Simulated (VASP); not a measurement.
# WSe2 in VASP: notebook

The runs below take WSe2 through single point, with PBE+D3(BJ).

Program: VASP 6.6.1. These are calculated values, not measurements. Logs are shortened: lines on timing, memory, paths and dates and some standing lists are left out, and cuts for length are marked.

**1. The cell of the first run**

The cell holds a slab with vacuum, 3 atoms: a = 3.318 Å, b = 3.355 Å, c = 16.658 Å, α = 90.00°, β = 90.00°, γ = 119.63°.

**2. Single point, PBE+D3(BJ) (strain +0.0150 x Voigt [0, 1, 0, 0, 0, 0])**

The input, INCAR:

```
SYSTEM = WSe2
  PREC = Accurate
  ENCUT = 520
  EDIFF = 1E-7
  ISMEAR = 0
  SIGMA = 0.05
  LREAL = .False.
  LASPH = .True.
  NELM = 60
  ALGO = Normal
  ISIF = 2
  LWAVE = .False.
  LCHARG = .True.
  GGA = PE
  IVDW = 12
  LELF = .True.
  LVHAR = .True.
  NBANDS = 20
```

The input, KPOINTS:

```
Automatic mesh
0
Gamma
  9 9 2
  0 0 0
```

The input, POSCAR:

```
WSe2
1.0
    3.3179375931      0.0000000000      0.0000000000
   -1.6589687966      2.9165195174      0.0000000000
    0.0000000000      0.0000000000     16.6581424200
W Se
1 2
Direct
    0.0000000000      0.0000000000      0.0000000000
    0.3333333333      0.6666666667      0.0997865200
    0.3333333333      0.6666666667      0.9002134800
```

Potentials or basis: VASP PAW PBE potentials, release 64 (W_sv, Se).

The run is started by

```bash
cat potpaw_PBE.64/W_sv/POTCAR potpaw_PBE.64/Se/POTCAR > POTCAR
mpirun -np 1 vasp_std > vasp.out
```

OUTCAR:

```text
SYSTEM = WSe2
   PREC = Accurate
   ENCUT = 520
   EDIFF = 1E-7
   ISMEAR = 0
   LREAL = .False.
   LASPH = .True.
   NELM = 60
   ISIF = 2
   GGA = PE
   IVDW = 12
 IVDW          = 12

 ion  position               nearest neighbor table
   1  0.000  0.000  0.000-   2 2.54   3 2.54   2 2.54   3 2.54   2 2.56   3 2.56
   2  0.333  0.667  0.100-   1 2.54   1 2.54   1 2.56
   3  0.333  0.667  0.900-   1 2.54   1 2.54   1 2.56

  LATTYP: Found a base centered orthorhombic cell.
 ALAT       =     3.3179375931
 B/A-ratio  =     1.7580315697
 C/A-ratio  =     5.0206316281

  Lattice vectors:

 A1 = (   1.6589687966,  -2.9165195174,   0.0000000000)
 A2 = (   1.6589687965,   2.9165195174,   0.0000000000)
 A3 = (   0.0000000000,   0.0000000000,  16.6581424200)

Analysis of symmetry for initial positions (statically):
=====================================================================
 Subroutine PRICEL returns:
 Original cell was already a primitive cell.

 Routine SETGRP: Setting up the symmetry group for a
 base centered orthorhombic supercell.

 Subroutine GETGRP returns: Found  4 space group operations
 (whereof  4 operations were pure point group operations)
 out of a pool of  8 trial point group operations.

The static configuration has the point symmetry C_2v.

Analysis of symmetry for dynamics (positions and initial velocities):
=====================================================================
 Subroutine PRICEL returns:
 Original cell was already a primitive cell.

 Routine SETGRP: Setting up the symmetry group for a
 base centered orthorhombic supercell.

 Subroutine GETGRP returns: Found  4 space group operations
 (whereof  4 operations were pure point group operations)
 out of a pool of  8 trial point group operations.

The dynamic configuration has the point symmetry C_2v.

 Subroutine INISYM returns: Found  4 space group operations
 (whereof  4 operations are pure point group operations),
 and found     1 'primitive' translations

----------------------------------------------------------------------------------------

                                     Primitive cell

  volume of cell :     161.1980

  direct lattice vectors                    reciprocal lattice vectors
     3.317937593  0.000000000  0.000000000     0.301392046  0.171437221  0.000000000
    -1.658968797  2.916519517  0.000000000     0.000000000  0.342874441  0.000000000
     0.000000000  0.000000000 16.658142420     0.000000000  0.000000000  0.060030703

  length of vectors
     3.317937593  3.355333599 16.658142420     0.346738931  0.342874441  0.060030703

  position of ions in fractional coordinates (direct lattice)
     0.000000000  0.000000000  0.000000000
     0.333333333  0.666666667  0.099786520
     0.333333333  0.666666667  0.900213480

  ion indices of the primitive-cell ions
   primitive index   ion index
                 1           1
                 2           2
                 3           3

----------------------------------------------------------------------------------------

 KPOINTS: Automatic mesh

Automatic generation of k-mesh.
 Grid dimensions read from file:
 generate k-points for:    9    9    2

 Generating k-lattice:

  Cartesian coordinates                     Fractional coordinates (reciprocal lattice)
     0.033488005  0.019048580  0.000000000     0.111111111 -0.000000000  0.000000000
     0.000000000  0.038097160  0.000000000     0.000000000  0.111111111  0.000000000
     0.000000000  0.000000000  0.030015351     0.000000000  0.000000000  0.500000000

  Length of vectors
     0.038526548  0.038097160  0.030015351

  Shift w.r.t. Gamma in fractional coordinates (k-lattice)
     0.000000000  0.000000000  0.000000000

 Subroutine IBZKPT returns following result:
 ===========================================

 Found     50 irreducible k-points:

 Following reciprocal coordinates:
            Coordinates               Weight
  0.000000  0.000000  0.000000      1.000000
  0.111111  0.000000  0.000000      4.000000
  0.222222  0.000000  0.000000      4.000000
  0.333333  0.000000  0.000000      4.000000
  0.444444  0.000000  0.000000      4.000000
  0.000000  0.111111  0.000000      2.000000
[... 16 lines left out ...]
  0.333333  0.333333  0.000000      2.000000
  0.000000  0.444444  0.000000      2.000000
 [... further k-points ...]
   k-points           NKPTS =     50   k-points in BZ     NKDIM =     50   number of bands    NBANDS=     20
   number of dos      NEDOS =    301   number of ions     NIONS =      3
   total plane-waves  NPLWV =  98784
   dimension x,y,z NGX =    28 NGY =   28 NGZ =  126
   dimension x,y,z NGXF=    56 NGYF=   56 NGZF=  252
   ions per type =               1   2
   NGX,Y,Z   is equivalent  to a cutoff of  14.03, 13.87, 12.57 a.u.
   NGXF,Y,Z  is equivalent  to a cutoff of  28.06, 27.75, 25.15 a.u.
 SYSTEM =  WSe2
   PREC   = accura    normal or accurate (medium, high low for compatibility)
   ISTART =      0    job   : 0-new  1-cont  2-samecut
   ICHARG =      2    charge: 1-file 2-atom 10-const
   ISPIN  =      1    spin polarized calculation?
   LNONCOLLINEAR =      F non collinear calculations
   LSORBIT =      F    spin-orbit coupling
   LASPH  =      T    aspherical Exc in radial PAW
   ENCUT  =  520.0 eV  38.22 Ry    6.18 a.u.   6.17  6.24 30.97*2*pi/ulx,y,z
   NELM   =     60;   NELMIN=  2; NELMDL= -5     # of ELM steps
   EDIFF  = 0.1E-06   stopping-criterion for ELM
   LREAL  =      F    real-space projection
   EDIFFG = 0.1E-05   stopping-criterion for IOM
   NSW    =      0    number of steps for IOM
   IBRION =     -1    ionic relax: 0-MD 1-quasi-New 2-CG
   NFREE  =      0    steps in history (QN), initial steepest desc. (CG)
   ISIF   =      2    stress and relaxation
   ISYM   =      2    0-nonsym 1-usesym 2-fastsym
   POTIM  = 0.5000    time-step for ionic-motion
   TEBEG  =    0.0;   TEEND  =   0.0 temperature during run
   PSTRESS=    0.0 pullay stress
   NELECT =      26.0000    total number of electrons
   NUPDOWN=      -1.0000    fix difference up-down
   EMIN   =  10.00;   EMAX   =-10.00  energy-range for DOS
   EFERMI =   0.00;   METHOD = LEGACY
   ISMEAR =     0;   SIGMA  =   0.05  broadening in eV -4-tet -1-fermi 0-gaus
   EFERMI_NEDOS =   21; number of points for ismear=-14 and -15
   IALGO  =     38    algorithm
   IMIX   =      4    mixing-type and parameters
     AMIX     =   0.40;   BMIX     =  1.00
     AMIX_MAG =   1.60;   BMIX_MAG =  1.00
  volume/ion in A,a.u.               =      53.73       362.61
  Fermi-wavevector in a.u.,A,eV,Ry     =   0.891140  1.684011 10.804807  0.794131
  Thomas-Fermi vector in A             =   2.012922
   LORBIT       =      0    0 simple, 1 ext, 2 COOP (PROOUT), +10 PAW based schemes
   GGA     = PE    functional components
   LHFCALC =     F    Hartree Fock is set to
   AEXX    =    0.0000 exact exchange contribution
   IVDW    =    12    specifies the selected vdW correction
   LEPSILON=     F    determine dielectric tensor
   LRPA    =     F    only Hartree local field effects (RPA)
 non-spin polarized calculation
 Gauss-broadening in eV      SIGMA  =   0.05
  energy-cutoff  :      520.00
  volume of cell :      161.20
 maximum number of plane-waves:      4362
 NGX is ok and might be reduce to    28
   NGX = 13   NGY = 13   NGZ = 61

 number of electron      25.9999997 magnetization

 Free energy of the ion-electron system (eV)
  ---------------------------------------------------
  ext. energy  EPLUGINS =         0.00000000
  ---------------------------------------------------
  free energy    TOTEN  =       -21.61488258 eV

  energy without entropy =      -21.61488258  energy(sigma->0) =      -21.61488258

 E-fermi :  -0.5720     XC(G=0):  -4.7388

 val. band max:       -0.9537018082   @ k =   0.3333   0.3333   0.0000
 cond. band min:       0.4957137617   @ k =   0.3333   0.3333   0.5000
 fundamental gap:      1.4494155699
 Fermi energy:        -0.5719666283

 k-point     1 :       0.0000    0.0000    0.0000
  band No.  band energies     occupation
      1     -75.0385      2.00000
      2     -39.2463      2.00000
      3     -39.1779      2.00000
      4     -39.1545      2.00000
      5     -15.5988      2.00000
      6     -14.3296      2.00000
[... 12 lines left out ...]
     19       3.9870      0.00000
     20       4.1750      0.00000

 k-point     2 :       0.1111    0.0000    0.0000
  band No.  band energies     occupation
      1     -75.0375      2.00000
      2     -39.2418      2.00000
      3     -39.1905      2.00000
      4     -39.1710      2.00000
      5     -15.4241      2.00000
      6     -14.2442      2.00000
[... 12 lines left out ...]
     19       4.2275      0.00000
     20       4.7424      0.00000

 k-point     3 :       0.2222    0.0000    0.0000
  band No.  band energies     occupation
      1     -75.0351      2.00000
      2     -39.2438      2.00000
      3     -39.2305      2.00000
      4     -39.1909      2.00000
      5     -14.9443      2.00000
      6     -14.0110      2.00000
[... 12 lines left out ...]
     19       4.8698      0.00000
     20       5.5782      0.00000

 k-point     4 :       0.3333    0.0000    0.0000
  band No.  band energies     occupation
      1     -75.0323      2.00000
      2     -39.3093      2.00000
      3     -39.2177      2.00000
      4     -39.2078      2.00000
      5     -14.3067      2.00000
      6     -13.7091      2.00000
[... 429 lines left out ...]
 k-point    23 :       0.3333    0.3333    0.0000
  band No.  band energies     occupation
      1     -75.0294      2.00000
      2     -39.3141      2.00000
      3     -39.2896      2.00000
      4     -39.2041      2.00000
      5     -13.4815      2.00000
      6     -13.3142      2.00000
[... 12 lines left out ...]
     19       5.3788      0.00000
     20       7.6906      0.00000

 k-point    24 :       0.0000    0.4444    0.0000
  band No.  band energies     occupation
      1     -75.0311      2.00000
      2     -39.3604      2.00000
      3     -39.2113      2.00000
      4     -39.1962      2.00000
      5     -13.8629      2.00000
      6     -13.5328      2.00000
[... 12 lines left out ...]
     19       5.9857      0.00000
     20       6.1342      0.00000

 [... further k-points ...]

------------------------ aborting loop because EDIFF is reached ----------------------------------------

 Edisp (eV)   -0.98445

 E8    (eV) :    -0.4664

  FORCE on cell =-STRESS in cart. coord.  units (eV):
  Direction    XX          YY          ZZ          XY          YZ          ZX
  --------------------------------------------------------------------------------------
  -------------------------------------------------------------------------------------
  Total      -0.86803    -1.77591     0.20441     0.00000     0.00000     0.00000
  in kB      -8.62747   -17.65109     2.03168     0.00000     0.00000     0.00000
  external pressure =       -8.08 kB  Pullay stress =        0.00 kB

 VOLUME and BASIS-vectors are now :
 -----------------------------------------------------------------------------
  energy-cutoff  :      520.00
  volume of cell :      161.20
      direct lattice vectors                 reciprocal lattice vectors
     3.317937593  0.000000000  0.000000000     0.301392046  0.171437221  0.000000000
    -1.658968797  2.916519517  0.000000000     0.000000000  0.342874441  0.000000000
     0.000000000  0.000000000 16.658142420     0.000000000  0.000000000  0.060030703

 POSITION                                       TOTAL-FORCE (eV/Angst)
 -----------------------------------------------------------------------------------
      0.00000      0.00000      0.00000        -0.000000      0.100661      0.000000
     -0.00000      1.94435      1.66226         0.000000     -0.050330      0.070092
     -0.00000      1.94435     14.99588         0.000000     -0.050330     -0.070092
 -----------------------------------------------------------------------------------
    total drift:                                0.000000     -0.000127     -0.000000

  FREE ENERGIE OF THE ION-ELECTRON SYSTEM (eV)
  ---------------------------------------------------
  free  energy   TOTEN  =       -22.5993364194 eV

  energy  without entropy=      -22.5993364194  energy(sigma->0) =      -22.59933642
```

It took 2.1 min on 1 thread of Intel Xeon 6975P-C (Granite Rapids), shared host; peak memory 0.41 GiB.

What came out:

```
Free energy                : -22.5993 eV
Largest force              : 0.101 eV/Å
Band gap on the k mesh     : 1.45 eV
Dispersion energy per atom : -0.328 eV
```

Forces on the atoms (eV/Å):
```
W    0.000  0.101  0.000
Se   0.000 -0.050  0.070
Se   0.000 -0.050 -0.070
```

Levels at points of the mesh, in eV from the valence-band top:
```tsv
k point	band 10	band 11	band 12	band 13	band 14	band 15	band 16	band 17
(0.00, 0.00, 0.00)	-2.03	-1.34	-1.27	-0.21	2.79	2.93	3.00	3.12
(0.00, 0.00, 0.50)	-2.03	-1.34	-1.27	-0.21	2.79	2.93	3.00	3.12
```

Caveat: the cell differs from its parent crystal (strain +0.0150 x Voigt [0, 1, 0, 0, 0, 0]); spin-orbit coupling is left out, which moves the levels of the heavy elements.

**3. Single point, PBE+D3(BJ) (strain +0.0450 x Voigt [0, 1, 0, 0, 0, 0])**

The input, INCAR:

```
PREC = Accurate ; ENCUT = 520
EDIFF = 1E-7 ; ISMEAR = 0
SIGMA = 0.05 ; LREAL = False
LASPH = True ; NELM = 100
ALGO = Normal ; ISIF = 2
LWAVE = False ; LCHARG = True
GGA = PE ; IVDW = 12
LELF = True ; LVHAR = True
NBANDS = 20
```

The input, KPOINTS:

```
Automatic mesh
0
Gamma
  9 9 2
```

POSCAR: that of step 2 with these lines changed.

```diff
@@ -3,3 +3,3 @@
     3.3179375931      0.0000000000      0.0000000000
-   -1.6589687966      2.9165195174      0.0000000000
+   -1.6589687966      3.0027220648      0.0000000000
     0.0000000000      0.0000000000     16.6581424200
```

Potentials or basis: VASP PAW PBE potentials, release 64 (W_sv, Se).

The run is started by

```bash
cat potpaw_PBE.64/W_sv/POTCAR potpaw_PBE.64/Se/POTCAR > POTCAR
mpirun -np 1 vasp_std > vasp.out
```

OUTCAR:

```text
PREC = Accurate
   ENCUT = 520
   EDIFF = 1E-7
   ISMEAR = 0
   LREAL = False
   LASPH = True
   NELM = 100
   ISIF = 2
   GGA = PE
   IVDW = 12
 IVDW          = 12

 ion  position               nearest neighbor table
   1  0.000  0.000  0.000-   2 2.55   3 2.55   2 2.55   3 2.55   2 2.60   3 2.60
   2  0.333  0.667  0.100-   1 2.55   1 2.55   1 2.60
   3  0.333  0.667  0.900-   1 2.55   1 2.55   1 2.60

  LATTYP: Found a base centered orthorhombic cell.
 ALAT       =     3.3179375931
 B/A-ratio  =     1.8099930939
 C/A-ratio  =     5.0206316281

  Lattice vectors:

[... 743 lines left out ...]

 Edisp (eV)   -0.95505

 E8    (eV) :    -0.4525

  FORCE on cell =-STRESS in cart. coord.  units (eV):
  Direction    XX          YY          ZZ          XY          YZ          ZX
  --------------------------------------------------------------------------------------
  -------------------------------------------------------------------------------------
  Total      -1.51666    -4.00554    -0.76673     0.00000     0.00000     0.00000
  in kB     -14.64159   -38.66889    -7.40192     0.00000     0.00000     0.00000
  external pressure =      -20.24 kB  Pullay stress =        0.00 kB

 VOLUME and BASIS-vectors are now :
 -----------------------------------------------------------------------------
  energy-cutoff  :      520.00
  volume of cell :      165.96
      direct lattice vectors                 reciprocal lattice vectors
     3.317937593  0.000000000  0.000000000     0.301392046  0.166515578  0.000000000
    -1.658968797  3.002722065  0.000000000     0.000000000  0.333031156  0.000000000
     0.000000000  0.000000000 16.658142420     0.000000000  0.000000000  0.060030703

 POSITION                                       TOTAL-FORCE (eV/Angst)
 -----------------------------------------------------------------------------------
      0.00000      0.00000      0.00000        -0.000000      0.236457      0.000000
     -0.00000      2.00181      1.66226         0.000000     -0.118228     -0.222224
     -0.00000      2.00181     14.99588         0.000000     -0.118228      0.222224
 -----------------------------------------------------------------------------------
    total drift:                                0.000000      0.000095      0.000000

  FREE ENERGIE OF THE ION-ELECTRON SYSTEM (eV)
  ---------------------------------------------------
  free  energy   TOTEN  =       -22.5146926922 eV

  energy  without entropy=      -22.5146926922  energy(sigma->0) =      -22.51469269
```

OSZICAR:

```text
N       E                     dE             d eps       ncg     rms          rms(c)
DAV:   1     0.165791880581E+03    0.16579E+03   -0.11858E+04  2392   0.109E+03
DAV:   2    -0.895144014971E+01   -0.17474E+03   -0.16875E+03  2564   0.253E+02
DAV:   3    -0.224216119899E+02   -0.13470E+02   -0.13369E+02  2740   0.640E+01
[... 14 lines left out ...]
DAV:  18    -0.215596329517E+02   -0.90331E-05   -0.25978E-07  2348   0.213E-03    0.827E-04
DAV:  19    -0.215596372451E+02   -0.42934E-05   -0.16641E-07  1732   0.129E-03    0.141E-04
DAV:  20    -0.215596381990E+02   -0.95387E-06   -0.26853E-08  2044   0.552E-04    0.365E-04
DAV:  21    -0.215596384675E+02   -0.26845E-06   -0.83127E-09  1664   0.271E-04    0.112E-04
DAV:  22    -0.215596384870E+02   -0.19510E-07   -0.53246E-10  1544   0.994E-05
   1 F= -.22514693E+02 E0= -.22514693E+02  d E =-.748424E-27
```

stdout:

```text
POSCAR found type information on POSCAR W Se
 POSCAR found :  2 types and       3 ions
 scaLAPACK will be used
 LDA part: xc-table for (Slater+PW92), standard interpolation
 POSCAR, INCAR and KPOINTS ok, starting setup
 FFT: planning ... GRIDC
 FFT: planning ... GRID_SOFT
 FFT: planning ... GRID
 WAVECAR not read
 entering main loop
```

Wall time 2 min (1 thread of Intel Xeon 6975P-C (Granite Rapids), shared host); peak memory 0.41 GiB.

What came out:

- Free energy: -22.5147 eV
- Largest force: 0.252 eV/Å
- Band gap on the k mesh: 1.31 eV
- Dispersion energy per atom: -0.318 eV

Forces in eV/Å, atoms in the order of the input:
```
W    0.000  0.236  0.000
Se   0.000 -0.118 -0.222
Se   0.000 -0.118  0.222
```

Levels at points of the mesh, in eV from the valence-band top:
```tsv
k point	band 11	band 12	band 13	band 14	band 15	band 16
(0.00, 0.00, 0.00)	-1.42	-1.26	-0.12	2.54	2.76	2.93
(0.00, 0.00, 0.50)	-1.42	-1.26	-0.12	2.54	2.76	2.93
```

Caveat: the cell differs from its parent crystal (strain +0.0450 x Voigt [0, 1, 0, 0, 0, 0]); spin-orbit coupling is left out, which moves the levels of the heavy elements.
